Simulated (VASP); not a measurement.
# Sc2AlP3 (P-6m2) in VASP: notebook, part 2 of 2

VASP 6.6.1. The steps go on from the part before.

## (3) Single point, PBE

This run uses another cell than the first one, of 17.93 Å³/atom.

Contents of INCAR:

```
PREC = Accurate
ENCUT = 520
EDIFF = 1E-7
ISMEAR = 0
SIGMA = 0.1
LREAL = F
LASPH = T
NELM = 100
ALGO = Normal
ISIF = 2
LWAVE = F
LCHARG = F
GGA = PE
NBANDS = 29
```

Contents of KPOINTS:

```
regular mesh
0
Gamma
  6 6 2
```

Contents of POSCAR:

```
Sc2AlP3
1.0
    4.0510138900      0.0000000000      0.0000000000
   -2.0255069400      3.5082809400      0.0000000000
    0.0000000000      0.0000000000      7.5716361900
Sc Al P
2 1 3
Direct
    0.6666666700      0.3333333300      0.2354539900
    0.6666666700      0.3333333300      0.7645460100
    0.0000000000      0.0000000000      0.0000000000
    0.0000000000      0.0000000000      0.5000000000
    0.3333333300      0.6666666700      0.0000000000
    0.3333333300      0.6666666700      0.5000000000
```

Potentials or basis: VASP PAW PBE potentials, release 64 (Sc_sv, Al, P).

The run is started by

```bash
$ cat potpaw_PBE.64/Sc_sv/POTCAR potpaw_PBE.64/Al/POTCAR potpaw_PBE.64/P/POTCAR > POTCAR
$ mpirun -np 1 vasp_std > vasp.out
```

OUTCAR:

```text
PREC = Accurate
   ENCUT = 520
   EDIFF = 1E-7
   ISMEAR = 0
   LREAL = F
   LASPH = T
   NELM = 100
   ISIF = 2
   GGA = PE

 ion  position               nearest neighbor table
   1  0.667  0.333  0.235-   3 2.94   5 2.94   5 2.94   3 2.94   3 2.94   5 2.94   4 3.08   6 3.08
                             6 3.08   4 3.08   4 3.08   6 3.08
   2  0.667  0.333  0.765-   3 2.94   5 2.94   5 2.94   3 2.94   3 2.94   5 2.94   4 3.08   6 3.08
                             6 3.08   4 3.08   4 3.08   6 3.08
   3  0.000  0.000  0.000-   5 2.34   5 2.34   5 2.34   1 2.94   2 2.94   2 2.94   1 2.94   2 2.94
                             1 2.94
   4  0.000  0.000  0.500-   6 2.34   6 2.34   6 2.34   1 3.08   2 3.08   2 3.08   1 3.08   2 3.08
                             1 3.08
   5  0.333  0.667  0.000-   3 2.34   3 2.34   3 2.34   1 2.94   2 2.94   1 2.94   2 2.94   1 2.94
                             2 2.94
   6  0.333  0.667  0.500-   4 2.34   4 2.34   4 2.34   1 3.08   2 3.08   1 3.08   2 3.08   1 3.08
                             2 3.08

  LATTYP: Found a hexagonal cell.
 ALAT       =     4.0510138900
 C/A-ratio  =     1.8690718905

  Lattice vectors:

 A1 = (   4.0510138900,   0.0000000000,   0.0000000000)
[... 178 lines left out ...]
 fundamental gap:      0.1054340128
 Fermi energy:         7.1414223318

 k-point     1 :       0.0000    0.0000    0.0000
  band No.  band energies     occupation
      1     -42.9039      2.00000
      2     -42.8996      2.00000
      3     -21.5577      2.00000
      4     -21.5433      2.00000
      5     -21.5433      2.00000
      6     -21.5362      2.00000
[... 437 lines left out ...]
     28       9.4453      0.00000
     29       9.5143      0.00000

------------------------ aborting loop because EDIFF is reached ----------------------------------------

  FORCE on cell =-STRESS in cart. coord.  units (eV):
  Direction    XX          YY          ZZ          XY          YZ          ZX
  --------------------------------------------------------------------------------------
  -------------------------------------------------------------------------------------
  Total        0.0752597      0.0752597     -3.8858911      0.0000000     -0.0000000      0.0000000
  in kB        1.1205352      1.1205352    -57.8566623      0.0000000     -0.0000000      0.0000000
  external PRESSURE =     -18.5385307 kB  Pullay stress =       0.0000000 kB

 VOLUME and BASIS-vectors are now :
 -----------------------------------------------------------------------------
  energy-cutoff  :      520.00
  volume of cell :      107.61
      direct lattice vectors                 reciprocal lattice vectors
     4.051013890  0.000000000  0.000000000     0.246851783  0.142519943  0.000000000
    -2.025506940  3.508280940  0.000000000     0.000000000  0.285039886  0.000000000
     0.000000000  0.000000000  7.571636190     0.000000000  0.000000000  0.132071850

 POSITION                                       TOTAL-FORCE (eV/Angst)
 -----------------------------------------------------------------------------------
      2.02551      1.16943      1.78277         0.000000      0.000000      0.996401
      2.02551      1.16943      5.78886         0.000000     -0.000000     -0.996401
      0.00000      0.00000      0.00000        -0.000000      0.000000      0.000000
      0.00000      0.00000      3.78582        -0.000000      0.000000      0.000000
     -0.00000      2.33885      0.00000         0.000000      0.000000      0.000000
     -0.00000      2.33885      3.78582        -0.000000      0.000000      0.000000
 -----------------------------------------------------------------------------------
    total drift:                               -0.000040      0.000023      0.000000

  FREE ENERGIE OF THE ION-ELECTRON SYSTEM (eV)
  ---------------------------------------------------
  free  energy   TOTEN  =       -35.0183718930 eV

  energy  without entropy=      -35.0065685558  energy(sigma->0) =      -35.01247022
```

OSZICAR:

```text
N       E                     dE             d eps       ncg     rms          rms(c)
DAV:   1     0.479895450112E+03    0.47990E+03   -0.17423E+04   812   0.131E+03
DAV:   2     0.988729225255E+01   -0.47001E+03   -0.46231E+03   940   0.473E+02
DAV:   3    -0.368957228874E+02   -0.46783E+02   -0.45581E+02  1319   0.147E+02
DAV:   4    -0.389648247901E+02   -0.20691E+01   -0.20504E+01  1368   0.281E+01
DAV:   5    -0.389914754454E+02   -0.26651E-01   -0.26580E-01  1336   0.422E+00    0.132E+01
DAV:   6    -0.350513357419E+02    0.39401E+01   -0.16480E+01  1320   0.282E+01    0.572E+00
DAV:   7    -0.350452834069E+02    0.60523E-02   -0.83201E-01  1328   0.583E+00    0.326E+00
DAV:   8    -0.350192178310E+02    0.26066E-01   -0.87543E-02  1224   0.195E+00    0.561E-01
DAV:   9    -0.350184582069E+02    0.75962E-03   -0.11443E-02  1296   0.743E-01    0.250E-01
DAV:  10    -0.350183263625E+02    0.13184E-03   -0.12896E-03  1347   0.204E-01    0.154E-01
DAV:  11    -0.350183876183E+02   -0.61256E-04   -0.43224E-04  1272   0.121E-01    0.497E-02
DAV:  12    -0.350183761426E+02    0.11476E-04   -0.14962E-04  1267   0.731E-02    0.210E-02
DAV:  13    -0.350183720925E+02    0.40501E-05   -0.27226E-05  1424   0.410E-02    0.584E-03
DAV:  14    -0.350183718505E+02    0.24204E-06   -0.40174E-06  1304   0.151E-02    0.269E-03
DAV:  15    -0.350183718930E+02   -0.42497E-07   -0.71883E-07  1104   0.725E-03
   1 F= -.35018372E+02 E0= -.35012470E+02  d E =-.118033E-01
```

stdout:

```text
POSCAR found type information on POSCAR ScAlP
 POSCAR found :  3 types and       6 ions
 scaLAPACK will be used
 LDA part: xc-table for (Slater+PW92), standard interpolation
 POSCAR, INCAR and KPOINTS ok, starting setup
 FFT: planning ... GRIDC
 FFT: planning ... GRID_SOFT
 FFT: planning ... GRID
 WAVECAR not read
 entering main loop
```

It took 37 s on 1 thread of Intel Xeon Platinum 8559C (Emerald Rapids), shared host; peak memory 0.22 GiB.

What came out:

```yaml
Free_energy: -35.0184 eV
Pressure: -1.9 GPa
Largest_force: 0.996 eV/Å
Band_gap_on_the_k_mesh: zero (bands 20 and 21 overlap by 1.61 eV)
```

Forces on the atoms (eV/Å):
```
Sc   0.000  0.000  0.996
Sc   0.000  0.000 -0.996
Al   0.000  0.000  0.000
P    0.000  0.000  0.000
P    0.000  0.000  0.000
P    0.000  0.000  0.000
```

Levels at points of the mesh, in eV from the Fermi level:
```csv
k point,band 18,band 19,band 20,band 21,band 22,band 23
"(0.00, 0.00, 0.00)",-1.26,-1.26,-1.19,-0.50,0.32,0.32
"(0.50, 0.00, 0.00)",-2.34,-1.22,0.52,1.09,1.54,1.75
"(0.00, 0.00, 0.50)",-1.00,-1.00,-0.59,-0.44,-0.44,0.40
"(0.50, 0.00, 0.50)",-2.69,-1.43,-1.19,1.44,1.48,1.75
```

Caveat: the k points lie up to 0.41 Å⁻¹ apart, too coarse for converged energies and pressures of a metal.

## (4) Single point, PBE

This run uses another cell than the first one, of 17.41 Å³/atom.

Contents of INCAR:

```
ALGO     = Normal         # electronic algorithm
EDIFF    = 1E-7           # SCF threshold, eV
ENCUT    = 520            # plane-wave cutoff, eV
GGA      = PE             # functional
ISIF     = 2              # what is computed and relaxed
ISMEAR   = 0              # smearing method
LASPH    = True           # aspherical terms in the spheres
LCHARG   = False          # write CHGCAR
LREAL    = False          # projectors in reciprocal space
LWAVE    = False          # write WAVECAR
NBANDS   = 29             # bands
NELM     = 80             # most SCF steps
PREC     = Accurate       # precision mode
SIGMA    = 0.1            # smearing width, eV
```

Contents of KPOINTS:

```
k-points
0
Gamma
  6 6 4
```

Contents of POSCAR:

```
Sc2AlP3
1.0
    4.0681604691      0.0000000000      0.0000000000
   -2.0340802346      3.5231303129      0.0000000000
    0.0000000000      0.0000000000      7.2869388482
Sc Al P
2 1 3
Direct
    0.6666666667      0.3333333333      0.2822575440
    0.6666666667      0.3333333333      0.7177424560
    0.0000000000      0.0000000000      0.0000000000
    0.0000000000      0.0000000000      0.5000000000
    0.3333333333      0.6666666667      0.0000000000
    0.3333333333      0.6666666667      0.5000000000
```

Potentials or basis: VASP PAW PBE potentials, release 64 (Sc_sv, Al, P).

The run is started by

```bash
$ cat potpaw_PBE.64/Sc_sv/POTCAR potpaw_PBE.64/Al/POTCAR potpaw_PBE.64/P/POTCAR > POTCAR
$ mpirun -np 1 vasp_std > vasp.out
```

OUTCAR:

```text
EDIFF = 1E-7
   ENCUT = 520
   GGA = PE
   ISIF = 2
   ISMEAR = 0
   LASPH = True
   LREAL = False
   NELM = 80
   PREC = Accurate

 ion  position               nearest neighbor table
   1  0.667  0.333  0.282-   6 2.83   6 2.83   4 2.83   4 2.83   4 2.83   6 2.83   5 3.12   5 3.12
                             3 3.12   3 3.12   3 3.12   5 3.12   2 3.17
   2  0.667  0.333  0.718-   6 2.83   6 2.83   4 2.83   4 2.83   4 2.83   6 2.83   5 3.12   5 3.12
                             3 3.12   3 3.12   3 3.12   5 3.12   1 3.17
   3  0.000  0.000  0.000-   5 2.35   5 2.35   5 2.35   1 3.12   2 3.12   2 3.12   1 3.12   2 3.12
                             1 3.12
   4  0.000  0.000  0.500-   6 2.35   6 2.35   6 2.35   1 2.83   2 2.83   2 2.83   1 2.83   2 2.83
                             1 2.83
   5  0.333  0.667  0.000-   3 2.35   3 2.35   3 2.35   1 3.12   2 3.12   1 3.12   2 3.12   1 3.12
                             2 3.12
   6  0.333  0.667  0.500-   4 2.35   4 2.35   4 2.35   1 2.83   2 2.83   1 2.83   2 2.83   1 2.83
                             2 2.83

  LATTYP: Found a hexagonal cell.
 ALAT       =     4.0681604691
 C/A-ratio  =     1.7912122453

  Lattice vectors:

 A1 = (   4.0681604691,   0.0000000000,   0.0000000000)
 A2 = (  -2.0340802346,   3.5231303129,   0.0000000000)
 A3 = (   0.0000000000,   0.0000000000,   7.2869388482)

Analysis of symmetry for initial positions (statically):
=====================================================================
 Subroutine PRICEL returns:
 Original cell was already a primitive cell.

 Routine SETGRP: Setting up the symmetry group for a
 hexagonal supercell.

 Subroutine GETGRP returns: Found 12 space group operations
 (whereof 12 operations were pure point group operations)
 out of a pool of 24 trial point group operations.

The static configuration has the point symmetry D_3h.
[... 134 lines left out ...]
   IALGO  =     38    algorithm
   IMIX   =      4    mixing-type and parameters
     AMIX     =   0.40;   BMIX     =  1.00
     AMIX_MAG =   1.60;   BMIX_MAG =  1.00
  volume/ion in A,a.u.               =      17.41       117.47
  Fermi-wavevector in a.u.,A,eV,Ry     =   1.188879  2.246655 19.230916  1.413432
  Thomas-Fermi vector in A             =   2.324998
   LORBIT       =      0    0 simple, 1 ext, 2 COOP (PROOUT), +10 PAW based schemes
   GGA     = PE    functional components
   LHFCALC =     F    Hartree Fock is set to
   AEXX    =    0.0000 exact exchange contribution
   IVDW    =     0    specifies the selected vdW correction
   LEPSILON=     F    determine dielectric tensor
   LRPA    =     F    only Hartree local field effects (RPA)
 non-spin polarized calculation
 Gauss-broadening in eV      SIGMA  =   0.10
  energy-cutoff  :      520.00
  volume of cell :      104.44
 maximum number of plane-waves:      2841
   NGX = 15   NGY = 15   NGZ = 27

 number of electron      39.9999996 magnetization

 Free energy of the ion-electron system (eV)
  ---------------------------------------------------
  ext. energy  EPLUGINS =         0.00000000
  ---------------------------------------------------
  free energy    TOTEN  =       -35.43091410 eV

  energy without entropy =      -35.41615733  energy(sigma->0) =      -35.42353572

 E-fermi :   7.6538     XC(G=0): -10.6410

 val. band max:        7.6338967285   @ k =   0.3333   0.3333   0.2500
 cond. band min:       7.7211855766   @ k =   0.0000   0.0000   0.0000
 fundamental gap:      0.0872888482
 Fermi energy:         7.6537981775

 k-point     1 :       0.0000    0.0000    0.0000
  band No.  band energies     occupation
      1     -42.4403      2.00000
      2     -42.4248      2.00000
      3     -21.1771      2.00000
      4     -21.0889      2.00000
      5     -21.0889      2.00000
      6     -21.0685      2.00000
[... 661 lines left out ...]
     28       9.8591      0.00000
     29      10.3449      0.00000

------------------------ aborting loop because EDIFF is reached ----------------------------------------

  FORCE on cell =-STRESS in cart. coord.  units (eV):
  Direction    XX          YY          ZZ          XY          YZ          ZX
  --------------------------------------------------------------------------------------
  -------------------------------------------------------------------------------------
  Total        0.0848691      0.0848691      0.1076757     -0.0000000     -0.0000000      0.0000000
  in kB        1.3019313      1.3019313      1.6517953     -0.0000000     -0.0000000      0.0000000
  external PRESSURE =       1.4185526 kB  Pullay stress =       0.0000000 kB

 VOLUME and BASIS-vectors are now :
 -----------------------------------------------------------------------------
  energy-cutoff  :      520.00
  volume of cell :      104.44
      direct lattice vectors                 reciprocal lattice vectors
     4.068160469  0.000000000  0.000000000     0.245811346  0.141919247  0.000000000
    -2.034080235  3.523130313  0.000000000     0.000000000  0.283838493  0.000000000
     0.000000000  0.000000000  7.286938848     0.000000000  0.000000000  0.137231836

 POSITION                                       TOTAL-FORCE (eV/Angst)
 -----------------------------------------------------------------------------------
      2.03408      1.17438      2.05679         0.000000      0.000000     -0.020701
      2.03408      1.17438      5.23015         0.000000      0.000000      0.020701
      0.00000      0.00000      0.00000        -0.000000     -0.000000      0.000000
      0.00000      0.00000      3.64347         0.000000      0.000000      0.000000
     -0.00000      2.34875      0.00000         0.000000      0.000000      0.000000
     -0.00000      2.34875      3.64347        -0.000000      0.000000      0.000000
 -----------------------------------------------------------------------------------
    total drift:                               -0.000000      0.000000      0.000000

  FREE ENERGIE OF THE ION-ELECTRON SYSTEM (eV)
  ---------------------------------------------------
  free  energy   TOTEN  =       -35.4309140970 eV

  energy  without entropy=      -35.4161573341  energy(sigma->0) =      -35.42353572
```

OSZICAR:

```text
N       E                     dE             d eps       ncg     rms          rms(c)
DAV:   1     0.498739371439E+03    0.49874E+03   -0.17350E+04  1218   0.131E+03
DAV:   2     0.134594308852E+02   -0.48528E+03   -0.47717E+03  1418   0.482E+02
DAV:   3    -0.369590632731E+02   -0.50418E+02   -0.48802E+02  2028   0.154E+02
DAV:   4    -0.391231941503E+02   -0.21641E+01   -0.21369E+01  2076   0.289E+01
DAV:   5    -0.391476869653E+02   -0.24493E-01   -0.24447E-01  2036   0.405E+00    0.141E+01
DAV:   6    -0.354799897034E+02    0.36677E+01   -0.17194E+01  1972   0.291E+01    0.601E+00
DAV:   7    -0.354642633125E+02    0.15726E-01   -0.88914E-01  2055   0.675E+00    0.359E+00
DAV:   8    -0.354311913404E+02    0.33072E-01   -0.10520E-01  1996   0.187E+00    0.311E-01
DAV:   9    -0.354308810649E+02    0.31028E-03   -0.66335E-03  1948   0.669E-01    0.202E-01
DAV:  10    -0.354309049336E+02   -0.23869E-04   -0.90956E-04  2044   0.266E-01    0.926E-02
DAV:  11    -0.354309214283E+02   -0.16495E-04   -0.17429E-04  2108   0.949E-02    0.207E-02
DAV:  12    -0.354309152118E+02    0.62165E-05   -0.48755E-05  2084   0.553E-02    0.130E-02
DAV:  13    -0.354309141559E+02    0.10559E-05   -0.54201E-06  1932   0.197E-02    0.619E-03
DAV:  14    -0.354309141623E+02   -0.64174E-08   -0.16824E-06  1812   0.993E-03    0.220E-03
DAV:  15    -0.354309140970E+02    0.65322E-07   -0.47509E-07  1444   0.588E-03
   1 F= -.35430914E+02 E0= -.35423536E+02  d E =-.147568E-01
```

stdout:

```text
POSCAR found type information on POSCAR ScAlP
 POSCAR found :  3 types and       6 ions
 scaLAPACK will be used
 LDA part: xc-table for (Slater+PW92), standard interpolation
 POSCAR, INCAR and KPOINTS ok, starting setup
 FFT: planning ... GRIDC
 FFT: planning ... GRID_SOFT
 FFT: planning ... GRID
 WAVECAR not read
 entering main loop
```

Run time: 51 s. Hardware: 1 thread of Intel Xeon Platinum 8559C (Emerald Rapids), shared host; peak memory 0.23 GiB.

Results:

| Item | Value |
| --- | --- |
| Free energy | -35.4309 eV |
| Pressure | 0.1 GPa |
| Largest force | 0.021 eV/Å |
| Band gap on the k mesh | zero (bands 20 and 21 overlap by 1.85 eV) |

Forces in eV/Å, atoms in the order of the input:
```
Sc   0.000  0.000 -0.021
Sc   0.000  0.000  0.021
Al   0.000  0.000  0.000
P    0.000  0.000  0.000
P    0.000  0.000  0.000
P    0.000  0.000  0.000
```

## (5) The runs side by side

| cell | k mesh | gap on the mesh (eV) | pressure (GPa) | largest force (eV/Å) |
| --- | --- | --- | --- | --- |
| a = 4.054, b = 4.054, c = 7.357 Å, angles 90.0, 90.0, 120.0°, 6 atoms, atomic positions A | 6 × 6 × 2 | none | -0.1 | 0.01 |
| a = 4.051, b = 4.051, c = 7.572 Å, angles 90.0, 90.0, 120.0°, 6 atoms, atomic positions B | 6 × 6 × 2 | none | -1.9 | 1.00 |
| a = 4.068, b = 4.068, c = 7.287 Å, angles 90.0, 90.0, 120.0°, 6 atoms, atomic positions C | 6 × 6 × 4 | none | 0.1 | 0.02 |

Alike in all rows: task single point; level PBE; potentials or basis VASP PAW PBE potentials, release 64 (Sc_sv, Al, P); no spin polarisation; cutoff (eV) 520; smearing gaussian 0.1 eV.

Caveats: some runs use coarse meshes.

Total energies depend on the potentials used, so only differences within one code and one set of settings carry meaning.

The gap in the log of VASP goes by the Fermi energy; the results here count the filled bands.